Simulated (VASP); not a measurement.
# Te (Pmc2_1) in VASP: a series of runs

Te is run at these levels: PBE; tasks: single point.

All numbers are computed with VASP 6.6.1; they aren't measurements. Logs are shortened: lines on timing, memory, paths and dates and some standing lists are left out, and cuts for length are marked.

## 1. The cell of the first run

Symmetry: Pmc2_1, No. 26, orthorhombic system. The conventional cell has a = 3.131 Å, b = 4.743 Å, c = 8.986 Å, α = 90.00°, β = 90.00°, γ = 90.00°. Within 4.0 Å of Te (site symmetry m) lie 6 Te at 3.06 to 3.46 Å. Te (site symmetry m) has 6 Te at 3.06 to 3.46 Å within 4.0 Å.

## 2. Single point, PBE

INCAR

```
SYSTEM = Te
PREC = Accurate
ENCUT = 520
EDIFF = 1E-7
ISMEAR = -1
SIGMA = 0.05
LREAL = .FALSE.
LASPH = .TRUE.
NELM = 100
ALGO = Normal
ISIF = 2
LWAVE = .FALSE.
LCHARG = .FALSE.
GGA = PE
NBANDS = 20
```

KPOINTS

```
Automatic mesh
0
G
  9 6 3
  0 0 0
```

POSCAR

```
Te
1.0
    3.1307690000      0.0000000000      0.0000000000
    0.0000000000      4.7429080000      0.0000000000
    0.0000000000      0.0000000000      8.9856130000
Te
4
Direct
    0.5000000000      0.0125320000      0.5091860000
    0.5000000000      0.9874680000      0.0091860000
    0.5000000000      0.4547290000      0.2608140000
    0.5000000000      0.5452710000      0.7608140000
```

Potentials or basis: VASP PAW PBE potentials, release 64 (Te).

On the command line:

```bash
cat potpaw_PBE.64/Te/POTCAR > POTCAR
mpirun -np 1 vasp_std > vasp.out
```

OUTCAR:

```text
SYSTEM = Te
   PREC = Accurate
   ENCUT = 520
   EDIFF = 1E-7
   ISMEAR = -1
   LREAL = .FALSE.
   LASPH = .TRUE.
   NELM = 100
   ISIF = 2
   GGA = PE

 ion  position               nearest neighbor table
   1  0.500  0.013  0.509-   3 3.06   4 3.17   4 3.39   3 3.46
   2  0.500  0.987  0.009-   4 3.06   3 3.17   3 3.39   4 3.46
   3  0.500  0.455  0.261-   1 3.06   2 3.17   2 3.39   1 3.46
   4  0.500  0.545  0.761-   2 3.06   1 3.17   1 3.39   2 3.46

  LATTYP: Found a simple orthorhombic cell.
 ALAT       =     3.1307690000
 B/A-ratio  =     1.5149338709
 C/A-ratio  =     2.8700977300

  Lattice vectors:

 A1 = (   3.1307690000,   0.0000000000,   0.0000000000)
 A2 = (   0.0000000000,   4.7429080000,   0.0000000000)
 A3 = (   0.0000000000,   0.0000000000,   8.9856130000)

Analysis of symmetry for initial positions (statically):
=====================================================================
 Subroutine PRICEL returns:
 Original cell was already a primitive cell.

 Routine SETGRP: Setting up the symmetry group for a
 simple orthorhombic supercell.

 Subroutine GETGRP returns: Found  4 space group operations
 (whereof  2 operations were pure point group operations)
 out of a pool of  8 trial point group operations.

The static configuration has the point symmetry C_1h.
 The point group associated with its full space group is C_2v.

Analysis of symmetry for dynamics (positions and initial velocities):
=====================================================================
 Subroutine PRICEL returns:
 Original cell was already a primitive cell.

 Routine SETGRP: Setting up the symmetry group for a
 simple orthorhombic supercell.

 Subroutine GETGRP returns: Found  4 space group operations
 (whereof  2 operations were pure point group operations)
 out of a pool of  8 trial point group operations.

The dynamic configuration has the point symmetry C_1h.
 The point group associated with its full space group is C_2v.

 Subroutine INISYM returns: Found  4 space group operations
 (whereof  2 operations are pure point group operations),
 and found     1 'primitive' translations

----------------------------------------------------------------------------------------

                                     Primitive cell

  volume of cell :     133.4269

  direct lattice vectors                    reciprocal lattice vectors
     3.130769000  0.000000000  0.000000000     0.319410343  0.000000000  0.000000000
     0.000000000  4.742908000  0.000000000     0.000000000  0.210841113  0.000000000
     0.000000000  0.000000000  8.985613000     0.000000000  0.000000000  0.111289013

  length of vectors
     3.130769000  4.742908000  8.985613000     0.319410343  0.210841113  0.111289013

  position of ions in fractional coordinates (direct lattice)
     0.500000000  0.012532000  0.509186000
     0.500000000  0.987468000  0.009186000
     0.500000000  0.454729000  0.260814000
     0.500000000  0.545271000  0.760814000

  ion indices of the primitive-cell ions
   primitive index   ion index
                 1           1
                 2           2
                 3           3
                 4           4

----------------------------------------------------------------------------------------

 KPOINTS: Automatic mesh

Automatic generation of k-mesh.
 Grid dimensions read from file:
 generate k-points for:    9    6    3

 Generating k-lattice:

  Cartesian coordinates                     Fractional coordinates (reciprocal lattice)
     0.035490038  0.000000000  0.000000000     0.111111111  0.000000000  0.000000000
     0.000000000  0.035140185  0.000000000     0.000000000  0.166666667  0.000000000
     0.000000000  0.000000000  0.037096338     0.000000000  0.000000000  0.333333333

  Length of vectors
     0.035490038  0.035140185  0.037096338

  Shift w.r.t. Gamma in fractional coordinates (k-lattice)
     0.000000000  0.000000000  0.000000000

 Subroutine IBZKPT returns following result:
 ===========================================

 Found     40 irreducible k-points:

 Following reciprocal coordinates:
            Coordinates               Weight
  0.000000  0.000000  0.000000      1.000000
  0.111111  0.000000  0.000000      2.000000
  0.222222  0.000000  0.000000      2.000000
  0.333333  0.000000  0.000000      2.000000
  0.444444  0.000000  0.000000      2.000000
  0.000000  0.166667  0.000000      2.000000
[... 16 lines left out ...]
  0.222222  0.000000  0.333333      4.000000
  0.333333  0.000000  0.333333      4.000000
 [... further k-points ...]
   k-points           NKPTS =     40   k-points in BZ     NKDIM =     40   number of bands    NBANDS=     20
   number of dos      NEDOS =    301   number of ions     NIONS =      4
   total plane-waves  NPLWV =  60480
   dimension x,y,z NGX =    24 NGY =   36 NGZ =   70
   dimension x,y,z NGXF=    48 NGYF=   72 NGZF=  140
   ions per type =               4
   NGX,Y,Z   is equivalent  to a cutoff of  12.74, 12.62, 12.95 a.u.
   NGXF,Y,Z  is equivalent  to a cutoff of  25.49, 25.24, 25.90 a.u.
 SYSTEM =  Te
   PREC   = accura    normal or accurate (medium, high low for compatibility)
   ISTART =      0    job   : 0-new  1-cont  2-samecut
   ICHARG =      2    charge: 1-file 2-atom 10-const
   ISPIN  =      1    spin polarized calculation?
   LNONCOLLINEAR =      F non collinear calculations
   LSORBIT =      F    spin-orbit coupling
   LASPH  =      T    aspherical Exc in radial PAW
   ENCUT  =  520.0 eV  38.22 Ry    6.18 a.u.   5.82  8.82 16.71*2*pi/ulx,y,z
   NELM   =    100;   NELMIN=  2; NELMDL= -5     # of ELM steps
   EDIFF  = 0.1E-06   stopping-criterion for ELM
   LREAL  =      F    real-space projection
   EDIFFG = 0.1E-05   stopping-criterion for IOM
   NSW    =      0    number of steps for IOM
   IBRION =     -1    ionic relax: 0-MD 1-quasi-New 2-CG
   NFREE  =      0    steps in history (QN), initial steepest desc. (CG)
   ISIF   =      2    stress and relaxation
   ISYM   =      2    0-nonsym 1-usesym 2-fastsym
   POTIM  = 0.5000    time-step for ionic-motion
   TEBEG  =    0.0;   TEEND  =   0.0 temperature during run
   PSTRESS=    0.0 pullay stress
   NELECT =      24.0000    total number of electrons
   NUPDOWN=      -1.0000    fix difference up-down
   EMIN   =  10.00;   EMAX   =-10.00  energy-range for DOS
   EFERMI =   0.00;   METHOD = LEGACY
   ISMEAR =    -1;   SIGMA  =   0.05  broadening in eV -4-tet -1-fermi 0-gaus
   EFERMI_NEDOS =   21; number of points for ismear=-14 and -15
   IALGO  =     38    algorithm
   IMIX   =      4    mixing-type and parameters
     AMIX     =   0.40;   BMIX     =  1.00
     AMIX_MAG =   1.60;   BMIX_MAG =  1.00
  volume/ion in A,a.u.               =      33.36       225.10
  Fermi-wavevector in a.u.,A,eV,Ry     =   0.924125  1.746343 11.619473  0.854007
  Thomas-Fermi vector in A             =   2.049837
   LORBIT       =      0    0 simple, 1 ext, 2 COOP (PROOUT), +10 PAW based schemes
   GGA     = PE    functional components
   LHFCALC =     F    Hartree Fock is set to
   AEXX    =    0.0000 exact exchange contribution
   IVDW    =     0    specifies the selected vdW correction
   LEPSILON=     F    determine dielectric tensor
   LRPA    =     F    only Hartree local field effects (RPA)
 non-spin polarized calculation
  energy-cutoff  :      520.00
  volume of cell :      133.43
 maximum number of plane-waves:      3612
 NGX is ok and might be reduce to    24
   NGX = 11   NGY = 17   NGZ = 33

 number of electron      23.9999998 magnetization

 Free energy of the ion-electron system (eV)
  ---------------------------------------------------
  ext. energy  EPLUGINS =         0.00000000
  ---------------------------------------------------
  free energy    TOTEN  =       -12.40345859 eV

  energy without entropy =      -12.38928445  energy(sigma->0) =      -12.39637152

 E-fermi :   6.1648     XC(G=0):  -9.1762

 val. band max:        6.0882576508   @ k =   0.4444   0.3333   0.3333
 cond. band min:       6.2126503131   @ k =   0.4444   0.1667   0.3333
 fundamental gap:      0.1243926623
 Fermi energy:         6.1648281440

 k-point     1 :       0.0000    0.0000    0.0000
  band No.  band energies     occupation
      1      -7.3563      2.00000
      2      -6.1157      2.00000
      3      -5.9816      2.00000
      4      -4.2104      2.00000
      5       1.6796      2.00000
      6       1.8266      2.00000
[... 12 lines left out ...]
     19      11.9580      0.00000
     20      12.9860      0.00000

 k-point     2 :       0.1111    0.0000    0.0000
  band No.  band energies     occupation
      1      -7.1985      2.00000
      2      -5.9573      2.00000
      3      -5.8225      2.00000
      4      -4.0477      2.00000
      5       1.8251      2.00000
      6       1.9699      2.00000
[... 12 lines left out ...]
     19      12.1632      0.00000
     20      13.9805      0.00000

 k-point     3 :       0.2222    0.0000    0.0000
  band No.  band energies     occupation
      1      -6.7457      2.00000
      2      -5.5021      2.00000
      3      -5.3651      2.00000
      4      -3.5764      2.00000
      5       2.2311      2.00000
      6       2.3688      2.00000
[... 12 lines left out ...]
     19      12.6618      0.00000
     20      13.5994      0.00000

 k-point     4 :       0.3333    0.0000    0.0000
  band No.  band energies     occupation
      1      -6.0889      2.00000
      2      -4.8393      2.00000
      3      -4.6976      2.00000
      4      -2.8767      2.00000
      5       1.7459      2.00000
      6       2.7461      2.00000
[... 429 lines left out ...]
 k-point    23 :       0.2222    0.0000    0.3333
  band No.  band energies     occupation
      1      -6.5895      2.00000
      2      -6.1364      2.00000
      3      -4.6032      2.00000
      4      -3.8782      2.00000
      5       2.3211      2.00000
      6       2.3821      2.00000
[... 12 lines left out ...]
     19      13.5655      0.00000
     20      13.5814      0.00000

 k-point    24 :       0.3333    0.0000    0.3333
  band No.  band energies     occupation
      1      -5.9321      2.00000
      2      -5.4768      2.00000
      3      -3.9276      2.00000
      4      -3.1874      2.00000
      5       1.8952      2.00000
      6       2.3208      2.00000
[... 12 lines left out ...]
     19      11.8206      0.00000
     20      11.9410      0.00000

 [... further k-points ...]

------------------------ aborting loop because EDIFF is reached ----------------------------------------

  FORCE on cell =-STRESS in cart. coord.  units (eV):
  Direction    XX          YY          ZZ          XY          YZ          ZX
  --------------------------------------------------------------------------------------
  -------------------------------------------------------------------------------------
  Total        0.3711130     -0.3880132      0.0840315      0.0000000      0.0000000      0.0000000
  in kB        4.4562889     -4.6592249      1.0090418      0.0000000      0.0000000      0.0000000
  external PRESSURE =       0.2687019 kB  Pullay stress =       0.0000000 kB

 VOLUME and BASIS-vectors are now :
 -----------------------------------------------------------------------------
  energy-cutoff  :      520.00
  volume of cell :      133.43
      direct lattice vectors                 reciprocal lattice vectors
     3.130769000  0.000000000  0.000000000     0.319410343  0.000000000  0.000000000
     0.000000000  4.742908000  0.000000000     0.000000000  0.210841113  0.000000000
     0.000000000  0.000000000  8.985613000     0.000000000  0.000000000  0.111289013

 POSITION                                       TOTAL-FORCE (eV/Angst)
 -----------------------------------------------------------------------------------
      1.56538      0.05944      4.57535         0.000000     -0.018586      0.021951
      1.56538      4.68347      0.08254         0.000000      0.018586      0.021951
      1.56538      2.15674      2.34357         0.000000      0.046760     -0.021951
      1.56538      2.58617      6.83638         0.000000     -0.046760     -0.021951
 -----------------------------------------------------------------------------------
    total drift:                               -0.000000      0.000000     -0.000065

  FREE ENERGIE OF THE ION-ELECTRON SYSTEM (eV)
  ---------------------------------------------------
  free  energy   TOTEN  =       -12.4034585869 eV

  energy  without entropy=      -12.3892844514  energy(sigma->0) =      -12.39637152
```

Run time: 2.3 min. Hardware: 1 thread of Intel Xeon 8259CL, shared host; peak memory 0.27 GiB.

Results:

| Property | Result |
| --- | --- |
| Free energy | -12.4035 eV |
| Pressure | 0.0 GPa |
| Largest force | 0.052 eV/Å |
| Band gap on the k mesh | zero (bands 12 and 13 overlap by 3.49 eV) |

Forces in eV/Å, atoms in the order of the input:
```
Te   0.000 -0.019  0.022
Te   0.000  0.019  0.022
Te   0.000  0.047 -0.022
Te   0.000 -0.047 -0.022
```

Stress tensor (GPa, compression positive):
```
 0.45  0.00  0.00
 0.00 -0.47  0.00
 0.00  0.00  0.10
```

Caveat: spin-orbit coupling is left out, which moves the levels of the heavy elements.

## 3. Single point, PBE

This run uses another cell than the first one, of 34.02 Å³/atom.

INCAR

```
PREC     = Accurate       # precision mode
ENCUT    = 520            # plane-wave cutoff, eV
EDIFF    = 1E-7           # SCF threshold, eV
ISMEAR   = -1             # smearing method
SIGMA    = 0.05           # smearing width, eV
LREAL    = F              # projectors in reciprocal space
LASPH    = T              # aspherical terms in the spheres
NELM     = 60             # most SCF steps
ALGO     = Normal         # electronic algorithm
ISIF     = 2              # what is computed and relaxed
LWAVE    = F              # write WAVECAR
LCHARG   = F              # write CHGCAR
GGA      = PE             # functional
NBANDS   = 20             # bands
```

KPOINTS

```
regular mesh
0
Gamma
  9 6 3
```

POSCAR

```
Te
1.0
    3.1515031738      0.0000000000      0.0000000000
    0.0000000000      4.7743189022      0.0000000000
    0.0000000000      0.0000000000      9.0451221051
Te
4
Direct
    0.5000000000      0.0125320000      0.5091860000
    0.5000000000      0.9874680000      0.0091860000
    0.5000000000      0.4547290000      0.2608140000
    0.5000000000      0.5452710000      0.7608140000
```

Potentials or basis: VASP PAW PBE potentials, release 64 (Te).

On the command line:

```bash
cat potpaw_PBE.64/Te/POTCAR > POTCAR
mpirun -np 1 vasp_std > vasp.out
```

It took 2.3 min on 1 thread of Intel Xeon 8259CL, shared host; peak memory 0.27 GiB.

It converged, with:

```
Free energy            : -12.3960 eV
Pressure               : -0.9 GPa
Largest force          : 0.014 eV/Å
Band gap on the k mesh : zero (bands 12 and 13 overlap by 3.41 eV)
```

Forces in eV/Å, atoms in the order of the input:
```
Te   0.000 -0.004  0.013
Te   0.000  0.004  0.013
Te   0.000 -0.001 -0.013
Te   0.000  0.001 -0.013
```

Stress tensor (GPa, compression positive):
```
-0.62  0.00  0.00
 0.00 -1.34  0.00
 0.00  0.00 -0.76
```

Levels at points of the mesh, in eV from the Fermi level:
| k point | band 8 | band 9 | band 10 | band 11 | band 12 | band 13 | band 14 | band 15 | band 16 | band 17 |
| --- | --- | --- | --- | --- | --- | --- | --- | --- | --- | --- |
| (0.00, 0.00, 0.00) | -2.58 | -2.53 | -2.38 | 0.89 | 1.03 | 1.74 | 2.47 | 2.77 | 2.86 | 4.07 |
| (0.00, 0.50, 0.00) | -2.34 | -2.25 | -2.24 | 2.03 | 2.08 | 2.50 | 2.71 | 2.98 | 3.21 | 6.50 |

Caveat: spin-orbit coupling is left out, which moves the levels of the heavy elements.

(Continued in part 2 of 2.)

The gap in the log of VASP goes by the Fermi energy; the results here count the filled bands.